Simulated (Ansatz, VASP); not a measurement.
# Au in VASP and in Ansatz

POSCAR

```
Au
1.0
    2.8707087448      0.0000000000      0.0000000000
   -0.0132094378      2.8754912702      0.0000000000
   -1.1602089120     -1.2086602150      5.0205878461
Au
2
Direct
    0.6728620000      0.6659620000      0.2740550000
    0.3271380000      0.3340380000      0.7259450000
```

INCAR.step1

```
ALGO     = Normal         # electronic algorithm
EDIFF    = 1E-4           # SCF threshold, eV
ENCUT    = 520            # plane-wave cutoff, eV
GGA      = PE             # functional
ISMEAR   = -1             # smearing method
LASPH    = T              # aspherical terms in the spheres
LCHARG   = F              # write CHGCAR
LREAL    = F              # projectors in reciprocal space
LWAVE    = T              # write WAVECAR
NBANDS   = 18             # bands
NELM     = 60             # most SCF steps
PREC     = Accurate       # precision mode
SIGMA    = 0.05           # smearing width, eV
```

File INCAR.step2:

```
ALGO     = Normal         # electronic algorithm
EDIFF    = 1E-6           # SCF threshold, eV
ENCUT    = 520            # plane-wave cutoff, eV
ISIF     = 2              # what is computed and relaxed
ISMEAR   = -1             # smearing method
ISTART   = 1            
LASPH    = T              # aspherical terms in the spheres
LCHARG   = T              # write CHGCAR
LELF     = T              # ELF
LMIXTAU  = T            
LREAL    = F              # projectors in reciprocal space
LVHAR    = T            
LWAVE    = F              # write WAVECAR
METAGGA  = R2SCAN         # meta-GGA
NBANDS   = 18             # bands
NELM     = 60             # most SCF steps
PREC     = Accurate       # precision mode
SIGMA    = 0.05           # smearing width, eV
```

The input KPOINTS:

```
k-points
0
Gamma
  10 10 6
```

Contents of input.yaml:

```yaml
crystal:
  lattice:
    - [2.8707087448, 0.0, 0.0]
    - [-0.0132094378, 2.8754912702, 0.0]
    - [-1.160208912, -1.208660215, 5.0205878461]
  atoms:
    - { symbol: Au, position: [0.672862, 0.665962, 0.274055] }
    - { symbol: Au, position: [0.327138, 0.334038, 0.725945] }
hamiltonian:
  xc: r2scan
  pseudopotentials: { kind: paw }
kpoints:
  mp_grid: { grid: [10, 10, 6] }
scf:
  occupations: { method: fermi_dirac, width: 0.05 }
output:
  forces: true
  stress: true
  eigenvalues: true
```

Alike in both runs: task single point; functional r2SCAN; k mesh 10 × 10 × 6; occupations fermi-dirac, width 0.05 eV; no spin polarisation.

|  | VASP | Ansatz |
| --- | --- | --- |
| version | VASP 6.6.1 | Ansatz 0.2.0 |
| potentials or method | VASP PAW PBE potentials, release 64 (Au) | Ansatz PAW |
| plane-wave cutoff (eV) | 520 | 500 |
| valence electrons in the cell | 22 | 38 |

```tsv
	VASP	Ansatz	Ansatz less VASP
gap on the k mesh at the Fermi level (eV)	none	none	-
pressure (GPa)	-9.3	-9.5	-0.15
traceless stress, the component that is largest in VASP (GPa)	1.37	1.39	+0.017
rms of the force components (eV/Å)	0.049	0.047	-0.0014
```

VASP's potentials were made for PBE, not for r2SCAN. Atom by atom the forces differ by 0.001 eV/Å (rms over components). A gap of «none» marks a metal or a gap that the smearing closes. VASP's potentials hold 22 valence electrons a cell and Ansatz's 38, so a difference there can come from the potentials and not from the codes.

Neither program's run includes spin-orbit coupling.
